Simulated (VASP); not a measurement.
Set up this calculation in VASP 6.6.1, as the native input.

| Quantity | Value |
| --- | --- |
| Task | single point |
| Functional | LDA |
| Potentials or basis | VASP PAW LDA potentials, release 64 (Ta_pv, Ru_pv) |
| Cutoff | 520 eV |
| k mesh | 14 × 14 × 12 |
| Occupations | fermi-dirac, width 0.15 eV |
| Spin | no spin polarisation |
| Dipole correction | no |
| Further INCAR settings | ALGO = Fast; EDIFF = 1e-06; NBANDS = 20 |

The structure of TaRu lies in POSCAR:

```
TaRu
1.0
    3.0060130845      0.0000000000      0.0000000000
    0.0000000000      3.0060130845      0.0000000000
    0.0000000000      0.0000000000      3.3616253979
Ta Ru
1 1
Direct
    0.5000000000      0.5000000000      0.5000000000
    0.0000000000      0.0000000000      0.0000000000
```

One way to write it, as run:

INCAR

```
PREC = Accurate
ENCUT = 520
EDIFF = 1E-6
ISMEAR = -1
SIGMA = 0.15
LREAL = False
LASPH = True
NELM = 100
ALGO = Fast
ISIF = 2
LWAVE = False
LCHARG = True
GGA = CA
LELF = True
LVHAR = True
NBANDS = 20
```

KPOINTS

```
regular mesh
0
Gamma
  14 14 12
```

Potentials or basis: VASP PAW LDA potentials, release 64 (Ta_pv, Ru_pv).

Run with:

```sh
$ cat potpaw_LDA.64/Ta_pv/POTCAR potpaw_LDA.64/Ru_pv/POTCAR > POTCAR
$ mpirun -np 1 vasp_std > vasp.out
```

Results of the run:

| Item | Value |
| --- | --- |
| Pressure | 1.0 GPa |
| Band gap on the k mesh | zero (an odd number of electrons rules out a gap without spin polarisation) |

Caveat: spin-orbit coupling is left out, which moves the levels of the heavy elements.

It took 4.2 min on 1 thread of AMD EPYC 7R43 64-Core Processor (Zen 3), with other jobs on the host, peak memory 0.21 GiB.
